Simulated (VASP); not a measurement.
# MoS2 in VASP: settings compared, part 2 of 2

VASP 6.6.1. The steps go on from the part before.

## 3. Single point, PBE+D3(BJ)

INCAR

```
ALGO = Normal ; EDIFF = 1E-6
ENCUT = 520 ; GGA = PE
ISIF = 2 ; ISMEAR = -1
IVDW = 12 ; LASPH = True
LCHARG = False ; LREAL = False
LWAVE = False ; NBANDS = 20
NELM = 60 ; PREC = Accurate
SIGMA = 0.05
```

KPOINTS

```
k-points
0
Gamma
  10 10 2
```

POSCAR

```
MoS2
1.0
    3.1551069697      0.0000000000      0.0000000000
   -1.5775534848      2.7324027874      0.0000000000
    0.0000000000      0.0000000000     17.3323055307
Mo S
1 2
Direct
    0.0000000000      0.0000000000      0.0000000000
    0.3333333333      0.6666666667      0.9096121989
    0.3333333333      0.6666666667      0.0903878011
```

Potentials or basis: VASP PAW PBE potentials, release 64 (Mo_sv, S).

Command:

```console
> cat potpaw_PBE.64/Mo_sv/POTCAR potpaw_PBE.64/S/POTCAR > POTCAR
> mpirun -np 1 vasp_std > vasp.out
```

Wall time 57 s (1 thread of Intel Xeon 6975P-C (Granite Rapids), shared host); peak memory 0.3 GiB.

Results (log left out):

| Quantity | Value |
| --- | --- |
| Free energy | -22.8036 eV |
| Largest force | 0.004 eV/Å |
| Band gap on the k mesh | 1.99 eV (least direct gap 2.03 eV) |
| Dispersion energy per atom | -0.320 eV |

Forces on the atoms (eV/Å):
```
Mo   0.000  0.000  0.000
S    0.000  0.000  0.004
S    0.000  0.000 -0.004
```

Levels at points of the mesh, in eV from the valence-band top:
| k point | band 10 | band 11 | band 12 | band 13 | band 14 | band 15 | band 16 | band 17 |
| --- | --- | --- | --- | --- | --- | --- | --- | --- |
| (0.00, 0.00, 0.00) | -1.77 | -1.37 | -1.37 | 0.00 | 2.92 | 2.92 | 3.16 | 3.16 |
| (0.50, 0.00, 0.00) | -3.07 | -1.86 | -0.83 | -0.56 | 2.43 | 2.93 | 4.01 | 4.46 |
| (0.00, 0.00, 0.50) | -1.77 | -1.37 | -1.37 | 0.00 | 2.92 | 2.92 | 3.16 | 3.16 |
| (0.50, 0.00, 0.50) | -3.07 | -1.86 | -0.83 | -0.56 | 2.43 | 2.93 | 4.01 | 4.46 |

Caveat: three body term missing.

## 4. Single point, PBE

This run uses another cell than the first one.

INCAR

```
SYSTEM = MoS2
ALGO = Normal
EDIFF = 1E-6
ENCUT = 520
GGA = PE
ISIF = 2
ISMEAR = -1
LASPH = .TRUE.
LCHARG = .TRUE.
LELF = .TRUE.
LREAL = .FALSE.
LVHAR = .TRUE.
LWAVE = .FALSE.
NBANDS = 20
NELM = 60
PREC = Accurate
SIGMA = 0.05
```

KPOINTS

```
k-points
0
G
  10 10 2
  0 0 0
```

POSCAR

```
MoS2
1.0
    3.1845807429      0.0000000000      0.0000000000
   -1.5922903714      2.7579278238      0.0000000000
    0.0000000000      0.0000000000     17.3346326099
Mo S
1 2
Direct
    0.0000000000      0.0000000000      0.0000000000
    0.3333333333      0.6666666667      0.9098464730
    0.3333333333      0.6666666667      0.0901535270
```

Command:

```console
> cat potpaw_PBE.64/Mo_sv/POTCAR potpaw_PBE.64/S/POTCAR > POTCAR
> mpirun -np 1 vasp_std > vasp.out
```

It took 72 s on 1 thread of Intel Xeon 6975P-C (Granite Rapids), shared host; peak memory 0.29 GiB.

The run converged. Its results:

```
Free energy            : -21.8529 eV
Largest force          : 0.013 eV/Å
Band gap on the k mesh : 1.81 eV (least direct gap 1.93 eV)
```

Forces in eV/Å, atoms in the order of the input:
```
Mo   0.000  0.000  0.000
S    0.000  0.000  0.013
S    0.000  0.000 -0.013
```

Levels at points of the mesh, in eV from the valence-band top:
```tsv
k point	band 9	band 10	band 11	band 12	band 13	band 14	band 15	band 16	band 17	band 18
(0.00, 0.00, 0.00)	-2.60	-1.77	-1.50	-1.50	0.00	2.76	2.76	3.01	3.01	5.35
(0.50, 0.00, 0.00)	-4.06	-3.15	-1.87	-0.97	-0.62	2.24	2.75	3.88	4.31	6.17
(0.00, 0.00, 0.50)	-2.60	-1.77	-1.50	-1.50	0.00	2.76	2.76	3.01	3.01	5.47
(0.50, 0.00, 0.50)	-4.06	-3.15	-1.87	-0.97	-0.62	2.24	2.75	3.88	4.31	6.17
```

## 5. Single point, PBE+D3(BJ)

This run uses another cell than the first one.

INCAR

```
SYSTEM = MoS2
ALGO = Normal ; EDIFF = 1E-7
ENCUT = 520 ; GGA = PE
ISIF = 2 ; ISMEAR = -1
IVDW = 12 ; LASPH = .TRUE.
LCHARG = .FALSE. ; LREAL = .FALSE.
LWAVE = .FALSE. ; NBANDS = 20
NELM = 80 ; PREC = Accurate
SIGMA = 0.05
```

KPOINTS is that of step 4.

POSCAR

```
MoS2
1.0
    3.1841260822      0.0000000000      0.0000000000
   -1.5920630411      2.7575340760      0.0000000000
    0.0000000000      0.0000000000     17.3345999500
Mo S
1 2
Direct
    0.0000000000      0.0000000000      0.0000000000
    0.3333333333      0.6666666667      0.9105070200
    0.3333333333      0.6666666667      0.0894929800
```

Potentials or basis: VASP PAW PBE potentials, release 64 (Mo_sv, S).

Command:

```console
> cat potpaw_PBE.64/Mo_sv/POTCAR potpaw_PBE.64/S/POTCAR > POTCAR
> mpirun -np 1 vasp_std > vasp.out
```

OUTCAR:

```text
SYSTEM = MoS2
   EDIFF = 1E-7
   ENCUT = 520
   GGA = PE
   ISIF = 2
   ISMEAR = -1
   IVDW = 12
   LASPH = .TRUE.
   LREAL = .FALSE.
   NELM = 80
   PREC = Accurate
 IVDW          = 12

 ion  position               nearest neighbor table
   1  0.000  0.000  0.000-   2 2.41   3 2.41   2 2.41   3 2.41   2 2.41   3 2.41
   2  0.333  0.667  0.911-   1 2.41   1 2.41   1 2.41
   3  0.333  0.667  0.089-   1 2.41   1 2.41   1 2.41

  LATTYP: Found a hexagonal cell.
 ALAT       =     3.1841260822
 C/A-ratio  =     5.4440683260

  Lattice vectors:

 A1 = (   3.1841260822,   0.0000000000,   0.0000000000)
 A2 = (  -1.5920630411,   2.7575340760,   0.0000000000)
 A3 = (   0.0000000000,   0.0000000000,  17.3345999500)

Analysis of symmetry for initial positions (statically):
=====================================================================
 Subroutine PRICEL returns:
 Original cell was already a primitive cell.

 Routine SETGRP: Setting up the symmetry group for a
 hexagonal supercell.

 Subroutine GETGRP returns: Found 12 space group operations
 (whereof 12 operations were pure point group operations)
 out of a pool of 24 trial point group operations.

The static configuration has the point symmetry D_3h.
[... 162 lines left out ...]

 E-fermi :  -0.5529     XC(G=0):  -4.3966

 val. band max:       -1.3993132235   @ k =   0.0000   0.0000   0.0000
 cond. band min:       0.3439459298   @ k =   0.3000   0.3000   0.0000
 fundamental gap:      1.7432591534
 Fermi energy:        -0.5529386724

 k-point     1 :       0.0000    0.0000    0.0000
  band No.  band energies     occupation
      1     -62.2989      2.00000
      2     -36.4403      2.00000
      3     -36.2402      2.00000
      4     -36.2402      2.00000
      5     -15.5389      2.00000
      6     -14.2014      2.00000
[... 541 lines left out ...]
     19       7.0176      0.00000
     20       7.1027      0.00000

 [... further k-points ...]

------------------------ aborting loop because EDIFF is reached ----------------------------------------

 Edisp (eV)   -0.94408

 E8    (eV) :    -0.4079

  FORCE on cell =-STRESS in cart. coord.  units (eV):
  Direction    XX          YY          ZZ          XY          YZ          ZX
  --------------------------------------------------------------------------------------
  -------------------------------------------------------------------------------------
  Total      -0.77578    -0.77578     0.28783     0.00000     0.00000     0.00000
  in kB      -8.16632    -8.16632     3.02982     0.00000     0.00000     0.00000
  external pressure =       -4.43 kB  Pullay stress =        0.00 kB

 VOLUME and BASIS-vectors are now :
 -----------------------------------------------------------------------------
  energy-cutoff  :      520.00
  volume of cell :      152.20
      direct lattice vectors                 reciprocal lattice vectors
     3.184126082  0.000000000  0.000000000     0.314057915  0.181321422  0.000000000
    -1.592063041  2.757534076  0.000000000     0.000000000  0.362642844  0.000000000
     0.000000000  0.000000000 17.334599950     0.000000000  0.000000000  0.057688092

 POSITION                                       TOTAL-FORCE (eV/Angst)
 -----------------------------------------------------------------------------------
      0.00000      0.00000      0.00000        -0.000000      0.000000      0.000000
     -0.00000      1.83836     15.78327         0.000000      0.000000     -0.103238
     -0.00000      1.83836      1.55133         0.000000      0.000000      0.103238
 -----------------------------------------------------------------------------------
    total drift:                                0.000000     -0.000000     -0.000000

  FREE ENERGIE OF THE ION-ELECTRON SYSTEM (eV)
  ---------------------------------------------------
  free  energy   TOTEN  =       -22.7947376647 eV

  energy  without entropy=      -22.7947376609  energy(sigma->0) =      -22.79473766
```

stdout:

```text
POSCAR found type information on POSCAR MoS
 POSCAR found :  2 types and       3 ions
 scaLAPACK will be used
 LDA part: xc-table for (Slater+PW92), standard interpolation
 POSCAR, INCAR and KPOINTS ok, starting setup
 FFT: planning ... GRIDC
 FFT: planning ... GRID_SOFT
 FFT: planning ... GRID
 WAVECAR not read
 entering main loop
```

Wall time 84 s (1 thread of Intel Xeon 6975P-C (Granite Rapids), shared host); peak memory 0.3 GiB.

Results:

```yaml
Free_energy: -22.7947 eV
Largest_force: 0.103 eV/Å
Band_gap_on_the_k_mesh: 1.74 eV (least direct gap 1.93 eV)
Dispersion_energy_per_atom: -0.315 eV
```

Forces in eV/Å, atoms in the order of the input:
```
Mo   0.000  0.000  0.000
S    0.000  0.000 -0.103
S    0.000  0.000  0.103
```

Caveat: three body term missing.

## 6. Overview

```tsv
level	cell	gap on the mesh (eV)	largest force (eV/Å)
PBE+D4	a = 3.154, b = 3.154, c = 17.332 Å, angles 90.0, 90.0, 120.0°, 3 atoms, atomic positions A	1.99	0.02
PBE+D3(BJ)	a = 3.155, b = 3.155, c = 17.332 Å, angles 90.0, 90.0, 120.0°, 3 atoms, atomic positions A	1.99	-
PBE	a = 3.185, b = 3.185, c = 17.335 Å, angles 90.0, 90.0, 120.0°, 3 atoms, atomic positions A	1.81	0.01
PBE+D3(BJ)	a = 3.184, b = 3.184, c = 17.335 Å, angles 90.0, 90.0, 120.0°, 3 atoms, atomic positions B	1.74	0.10
```

Alike in all rows: task single point; potentials or basis VASP PAW PBE potentials, release 64 (Mo_sv, S); no spin polarisation; k mesh 10 × 10 × 2; cutoff (eV) 520; smearing fermi-dirac 0.05 eV.

Caveats: three body term missing (at least some runs).

Total energies depend on the potentials used, so only differences within one code and one set of settings carry meaning.
